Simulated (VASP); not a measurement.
# MgO (Fm-3m) in VASP: a series of runs, part 2 of 2

VASP 6.6.1.

## 3. Single point, PBEsol

This run uses another cell than the first one, of 9.36 Å³/atom, 0.961 times its volume.

INCAR reads:

```
PREC = Accurate
ENCUT = 520
EDIFF = 1E-7
ISMEAR = 0
SIGMA = 0.02
LREAL = F
LASPH = T
NELM = 100
ALGO = Normal
ISIF = 2
LWAVE = F
LCHARG = T
GGA = PS
LELF = T
LVHAR = T
NBANDS = 11
```

KPOINTS reads:

```
Automatic mesh
0
Gamma
  10 10 10
```

POSCAR reads:

```
MgO
1.0
    0.0000000000      2.1071057205      2.1071057205
    2.1071057205      0.0000000000      2.1071057205
    2.1071057205      2.1071057205      0.0000000000
Mg O
1 1
Direct
    0.0000000000      0.0000000000      0.0000000000
    0.5000000000      0.5000000000      0.5000000000
```

Potentials or basis: VASP PAW PBE potentials, release 64 (Mg, O).

On the command line:

```sh
cat potpaw_PBE.64/Mg/POTCAR potpaw_PBE.64/O/POTCAR > POTCAR
mpirun -np 1 vasp_std > vasp.out
```

OUTCAR:

```text
PREC = Accurate
   ENCUT = 520
   EDIFF = 1E-7
   ISMEAR = 0
   LREAL = F
   LASPH = T
   NELM = 100
   ISIF = 2
   GGA = PS

 ion  position               nearest neighbor table
   1  0.000  0.000  0.000-   2 2.11   2 2.11   2 2.11   2 2.11   2 2.11   2 2.11
   2  0.500  0.500  0.500-   1 2.11   1 2.11   1 2.11   1 2.11   1 2.11   1 2.11

  LATTYP: Found a face centered cubic cell.
 ALAT       =     4.2142114410

  Lattice vectors:

 A1 = (   0.0000000000,   2.1071057205,   2.1071057205)
 A2 = (   2.1071057205,   0.0000000000,   2.1071057205)
 A3 = (   2.1071057205,   2.1071057205,   0.0000000000)

Analysis of symmetry for initial positions (statically):
=====================================================================
 Subroutine PRICEL returns:
 Original cell was already a primitive cell.

 Routine SETGRP: Setting up the symmetry group for a
 face centered cubic supercell.

 Subroutine GETGRP returns: Found 48 space group operations
 (whereof 48 operations were pure point group operations)
 out of a pool of 48 trial point group operations.

The static configuration has the point symmetry O_h .

Analysis of symmetry for dynamics (positions and initial velocities):
=====================================================================
 Subroutine PRICEL returns:
 Original cell was already a primitive cell.

 Routine SETGRP: Setting up the symmetry group for a
 face centered cubic supercell.

 Subroutine GETGRP returns: Found 48 space group operations
 (whereof 48 operations were pure point group operations)
 out of a pool of 48 trial point group operations.

The dynamic configuration has the point symmetry O_h .

 Subroutine INISYM returns: Found 48 space group operations
 (whereof 48 operations are pure point group operations),
 and found     1 'primitive' translations

----------------------------------------------------------------------------------------

                                     Primitive cell

[... 112 lines left out ...]
  Fermi-wavevector in a.u.,A,eV,Ry     =   1.233318  2.330634 20.695468  1.521074
  Thomas-Fermi vector in A             =   2.368053
   LORBIT       =      0    0 simple, 1 ext, 2 COOP (PROOUT), +10 PAW based schemes
   GGA     = PS    functional components
   LHFCALC =     F    Hartree Fock is set to
   AEXX    =    0.0000 exact exchange contribution
   IVDW    =     0    specifies the selected vdW correction
   LEPSILON=     F    determine dielectric tensor
   LRPA    =     F    only Hartree local field effects (RPA)
 non-spin polarized calculation
 Gauss-broadening in eV      SIGMA  =   0.02
  energy-cutoff  :      520.00
  volume of cell :       18.71
 maximum number of plane-waves:       531
 NGX is ok and might be reduce to    24

 number of electron       8.0000005 magnetization

 Free energy of the ion-electron system (eV)
  ---------------------------------------------------
  ext. energy  EPLUGINS =         0.00000000
  ---------------------------------------------------
  free energy    TOTEN  =       -12.51246908 eV

  energy without entropy =      -12.51246908  energy(sigma->0) =      -12.51246908

 E-fermi :   3.1477     XC(G=0): -11.3030

 val. band max:        3.0557234187   @ k =   0.0000   0.0000   0.0000
 cond. band min:       7.6753252129   @ k =   0.0000   0.0000   0.0000
 fundamental gap:      4.6196017942
 Fermi energy:         3.1476823881

 k-point     1 :       0.0000    0.0000    0.0000
  band No.  band energies     occupation
      1     -14.1422      2.00000
      2       3.0557      2.00000
      3       3.0557      2.00000
      4       3.0557      2.00000
      5       7.6753      0.00000
      6      18.6792      0.00000
      7      18.6792      0.00000
      8      18.6792      0.00000
      9      22.5178      0.00000
     10      24.3996      0.00000
     11      24.3996      0.00000
[... 309 lines left out ...]
 k-point    24 :       0.4000    0.3000    0.0000
  band No.  band energies     occupation
      1     -12.8793      2.00000
      2      -0.5665      2.00000
      3       1.7348      2.00000
      4       1.9581      2.00000
      5      12.5079      0.00000
      6      13.0559      0.00000
      7      16.5191      0.00000
      8      21.0808      0.00000
      9      21.2849      0.00000
     10      27.7997      0.00000
     11      29.9181      0.00000

 [... further k-points ...]
[... 5 lines left out ...]
  --------------------------------------------------------------------------------------
  -------------------------------------------------------------------------------------
  Total       -0.0594751     -0.0594751     -0.0594751      0.0000000     -0.0000000      0.0000000
  in kB       -5.0927995     -5.0927995     -5.0927995      0.0000000     -0.0000000      0.0000000
  external PRESSURE =      -5.0927995 kB  Pullay stress =       0.0000000 kB

 VOLUME and BASIS-vectors are now :
 -----------------------------------------------------------------------------
  energy-cutoff  :      520.00
  volume of cell :       18.71
      direct lattice vectors                 reciprocal lattice vectors
     0.000000000  2.107105720  2.107105720    -0.237292318  0.237292318  0.237292318
     2.107105720  0.000000000  2.107105720     0.237292318 -0.237292318  0.237292318
     2.107105720  2.107105720  0.000000000     0.237292318  0.237292318 -0.237292318

 POSITION                                       TOTAL-FORCE (eV/Angst)
 -----------------------------------------------------------------------------------
      0.00000      0.00000      0.00000         0.000000      0.000000      0.000000
      2.10711      2.10711      2.10711        -0.000000     -0.000000     -0.000000
 -----------------------------------------------------------------------------------
    total drift:                               -0.000000     -0.000000      0.000000

  FREE ENERGIE OF THE ION-ELECTRON SYSTEM (eV)
  ---------------------------------------------------
  free  energy   TOTEN  =       -12.5124690765 eV

  energy  without entropy=      -12.5124690765  energy(sigma->0) =      -12.51246908
```

OSZICAR:

```text
N       E                     dE             d eps       ncg     rms          rms(c)
DAV:   1     0.155420921231E+02    0.15542E+02   -0.45961E+03  1146   0.645E+02
DAV:   2    -0.131997773595E+02   -0.28742E+02   -0.27904E+02  1174   0.137E+02
DAV:   3    -0.138962313510E+02   -0.69645E+00   -0.69598E+00  1273   0.188E+01
DAV:   4    -0.138977981496E+02   -0.15668E-02   -0.15668E-02  1112   0.104E+00
DAV:   5    -0.138978031422E+02   -0.49926E-05   -0.49926E-05  1202   0.571E-02    0.666E+00
DAV:   6    -0.125490260112E+02    0.13488E+01   -0.76353E+00  1076   0.150E+01    0.219E+00
DAV:   7    -0.125261418525E+02    0.22884E-01   -0.48867E-02  1130   0.203E+00    0.130E+00
DAV:   8    -0.125128457996E+02    0.13296E-01   -0.23700E-02  1082   0.175E+00    0.223E-01
DAV:   9    -0.125125523578E+02    0.29344E-03   -0.36683E-04  1172   0.135E-01    0.139E-01
DAV:  10    -0.125124670813E+02    0.85277E-04   -0.44819E-04  1148   0.157E-01    0.455E-03
DAV:  11    -0.125124686730E+02   -0.15917E-05   -0.41614E-06  1139   0.145E-02    0.346E-03
DAV:  12    -0.125124690470E+02   -0.37403E-06   -0.11085E-07   907   0.316E-03    0.734E-04
DAV:  13    -0.125124690765E+02   -0.29489E-07   -0.44898E-08   589   0.146E-03
   1 F= -.12512469E+02 E0= -.12512469E+02  d E =-.222870E-13
```

stdout:

```text
POSCAR found type information on POSCAR MgO
 POSCAR found :  2 types and       2 ions
 scaLAPACK will be used
 -----------------------------------------------------------------------------
|                                                                             |
|                                                                             |
|     You enforced a specific xc type in the INCAR file but a different       |
|     I HOPE YOU KNOW WHAT YOU ARE DOING!                                     |
|                                                                             |
 -----------------------------------------------------------------------------

 LDA part: xc-table for (Slater+PW92), standard interpolation
 POSCAR, INCAR and KPOINTS ok, starting setup
 FFT: planning ... GRIDC
 FFT: planning ... GRID_SOFT
 FFT: planning ... GRID
 WAVECAR not read
 entering main loop
```

Wall time 5.1 s (1 thread of Intel Xeon 6975P-C (Granite Rapids), shared host); peak memory 0.14 GiB.

What came out:

```yaml
Free_energy: -12.5125 eV
Pressure: -0.5 GPa
Band_gap_on_the_k_mesh: 4.62 eV, direct
```

Caveat: the PAW data sets were made with another functional, which shifts forces and pressure a little.

## 4. Relaxation of cell and atoms, PBEsol

INCAR reads:

```
SYSTEM = MgO
PREC = Accurate
ENCUT = 600
EDIFF = 1E-7
ISMEAR = 0
SIGMA = 0.02
LREAL = .FALSE.
LASPH = .TRUE.
NELM = 80
ALGO = Normal
ISIF = 3
LWAVE = .FALSE.
LCHARG = .FALSE.
GGA = PS
IBRION = 2
NSW = 100
EDIFFG = -0.005
```

KPOINTS reads:

```
regular mesh
0
G
  10 10 10
  0 0 0
```

POSCAR reads:

```
MgO
1.0
    0.0000000000      2.1351500000      2.1351500000
    2.1351500000      0.0000000000      2.1351500000
    2.1351500000      2.1351500000      0.0000000000
Mg O
1 1
Direct
    0.0000000000      0.0000000000      0.0000000000
    0.5000000000      0.5000000000      0.5000000000
```

On the command line:

```sh
cat potpaw_PBE.64/Mg/POTCAR potpaw_PBE.64/O/POTCAR > POTCAR
mpirun -np 1 vasp_std > vasp.out
```

It took 7.8 s on 1 thread of Intel Xeon 6975P-C (Granite Rapids), shared host; peak memory 0.14 GiB.

It converged, with:

* Free energy: -12.5174 eV
* Relaxed volume: 9.31 Å³/atom
* Relaxed cell: a = 2.975 Å, b = 2.975 Å, c = 2.975 Å, α = 60.00°, β = 60.00°, γ = 60.00°
* Space group after relaxing (to 0.05 Å): Fm-3m (No. 225)
* Energy gained by relaxing: 8.9 meV/atom
* Ionic steps: 3
* Pressure after relaxing: 0.0 GPa
* Band gap on the k mesh: 4.67 eV, direct

The path:
```
step  energy change (eV)  largest force (eV/Å)  pressure (GPa)  volume (Å³)
   1              0.0000                0.0000           -6.51        19.47
   2             -0.0162                0.0000            2.21        18.37
   3             -0.0179                0.0000            0.01        18.62
```

Final structure:
```
Mg O
1.0
     0.00000    2.10372    2.10372
     2.10372    0.00000    2.10372
     2.10372    2.10372    0.00000
Mg O
1 1
Direct
  0.00000 0.00000 0.00000
  0.50000 0.50000 0.50000
```

Levels at points of the mesh, in eV from the valence-band top:
| k point | band 1 | band 2 | band 3 | band 4 | band 5 | band 6 | band 7 | band 8 |
| --- | --- | --- | --- | --- | --- | --- | --- | --- |
| (0.00, 0.00, 0.00) | -17.22 | 0.00 | 0.00 | 0.00 | 4.67 | 15.65 | 15.65 | 15.65 |
| (0.50, 0.00, 0.00) | -15.90 | -4.69 | -0.67 | -0.67 | 7.77 | 12.54 | 16.21 | 16.21 |
| (0.50, 0.50, 0.00) | -15.63 | -4.16 | -1.37 | -1.37 | 8.93 | 9.91 | 13.01 | 18.89 |

Caveat: the PAW data sets were made with another functional, which shifts forces and pressure a little.

## 5. Single point, PBEsol

This run uses another cell than the first one: it holds 4 atoms, not 2.

INCAR reads:

```
SYSTEM = MgO
PREC     = Accurate       ! precision mode
ENCUT    = 520            ! plane-wave cutoff, eV
EDIFF    = 1E-6           ! SCF threshold, eV
ISMEAR   = 0              ! smearing method
SIGMA    = 0.05           ! smearing width, eV
LREAL    = .False.        ! projectors in reciprocal space
LASPH    = .True.         ! aspherical terms in the spheres
NELM     = 80             ! most SCF steps
ALGO     = Normal         ! electronic algorithm
ISIF     = 2              ! what is computed and relaxed
LWAVE    = .False.        ! write WAVECAR
LCHARG   = .False.        ! write CHGCAR
GGA      = PS             ! functional
NBANDS   = 16             ! bands
```

KPOINTS reads:

```
regular mesh
0
Gamma
  8 8 6
  0 0 0
```

POSCAR reads:

```
MgO
1.0
    0.0000000000     -2.1071057205     -2.1071057205
    0.0000000000      2.1071057205     -2.1071057205
    4.2142114411      0.0000000000      0.0000000000
Mg O
2 2
Direct
    0.5000000000      0.5000000000      0.5000000000
    0.0000000000      0.0000000000      0.0000000000
    0.5000000000      0.5000000000      0.0000000000
    0.0000000000      0.0000000000      0.5000000000
```

On the command line:

```sh
cat potpaw_PBE.64/Mg/POTCAR potpaw_PBE.64/O/POTCAR > POTCAR
mpirun -np 1 vasp_std > vasp.out
```

It took 10 s on 1 thread of Intel Xeon 6975P-C (Granite Rapids), shared host; peak memory 0.16 GiB.

The run converged. Its results:

- Free energy: -25.0249 eV
- Pressure: -0.5 GPa
- Band gap on the k mesh: 4.62 eV

Levels at points of the mesh, in eV from the valence-band top:
| k point | band 5 | band 6 | band 7 | band 8 | band 9 | band 10 | band 11 | band 12 |
| --- | --- | --- | --- | --- | --- | --- | --- | --- |
| (0.00, 0.00, 0.00) | -1.36 | 0.00 | 0.00 | 0.00 | 4.62 | 8.92 | 9.86 | 12.96 |
| (0.50, 0.00, 0.00) | -2.03 | -2.03 | -0.66 | -0.66 | 9.35 | 9.35 | 11.62 | 11.62 |
| (0.50, 0.50, 0.00) | -1.36 | -1.36 | -1.36 | -1.36 | 8.92 | 8.92 | 9.86 | 9.86 |
| (0.00, 0.00, 0.50) | -0.75 | -0.75 | -0.75 | -0.75 | 7.97 | 7.97 | 10.96 | 10.96 |
| (0.50, 0.00, 0.50) | -0.66 | -0.66 | -0.66 | -0.66 | 7.73 | 7.73 | 12.49 | 12.49 |
| (0.50, 0.50, 0.50) | -3.00 | -3.00 | -1.79 | -1.79 | 11.49 | 11.49 | 11.49 | 11.49 |

Caveat: the PAW data sets were made with another functional, which shifts forces and pressure a little.

## 6. Overview

| task | cell | k mesh | cutoff (eV) | smearing | gap on the mesh (eV) | pressure (GPa) |
| --- | --- | --- | --- | --- | --- | --- |
| single point | a = 3.020 Å, angles 60.0°, 2 atoms | 8 × 8 × 8 | 520 | gaussian 0.1 eV | 4.25 | -6.3 |
| single point | a = 2.980 Å, angles 60.0°, 2 atoms | 10 × 10 × 10 | 520 | gaussian 0.02 eV | 4.62 | -0.5 |
| relaxation of cell and atoms | relaxed from a = 3.020 Å, angles 60.0°, 2 atoms | 10 × 10 × 10 | 600 | gaussian 0.02 eV | 4.67 | 0.0 |
| single point | a = 2.980, b = 2.980, c = 4.214 Å, 4 atoms | 8 × 8 × 6 | 520 | gaussian 0.05 eV | 4.62 | -0.5 |

Alike in all rows: level PBEsol; potentials or basis VASP PAW PBE potentials, release 64 (Mg, O); no spin polarisation.

Caveats: the PAW data sets were made with another functional, which shifts forces and pressure a little.

Total energies depend on the potentials used, so only differences within one code and one set of settings carry meaning.

## 7. Against experiment

Step 3. Against the measured gap of MgO, 7.83 eV (quoted in “Electronic structure of alkaline earth and post-transition metal oxides”, 2009, arxiv:0908.1581), the calculated 4.62 eV is off by -3.21 eV. The value is that of PBEsol, without temperature or zero-point motion. Semilocal functionals fall short of measured gaps as a rule.
